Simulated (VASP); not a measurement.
Crystal: GaCo.

```
Ga Co
1.0
     2.87800    0.00000    0.00000
     0.00000    2.87800    0.00000
     0.00000    0.00000    2.87800
Ga Co
1 1
Direct
  0.50000 0.50000 0.50000
  0.00000 0.00000 0.00000
```

Base run:

| Property | Result |
| --- | --- |
| Program | VASP 6.6.1 |
| Functional | PBEsol |
| Potentials or basis | VASP PAW PBE potentials, release 64 (Ga_d, Co) |
| Cutoff | 520 eV |
| k mesh | 10 × 10 × 10 |
| Occupations | gaussian, width 0.05 eV |
| Spin | collinear spin, ferromagnetic start |
| Starting moments | [0.28, 2.63] μB |
| Fixed moment | 3 μB |

Its results: pressure 28.4 GPa; site moments Ga +0.35; Co +2.44 μB.

**Question.** The run is repeated on the same cell with these changes: fixed moment from 3 μB to 1.8 μB; moments at the start from [0.28, 2.63] to [0.06, 1.81]. What comes out?

**Answer.** Pressure 5.5 GPa; site moments Ga +0.08; Co +1.66 μB.

Caveats: the cell stands under pressure; the PAW data sets were made with another functional, which shifts forces and pressure a little; the total moment is fixed, so each spin has its own Fermi level.
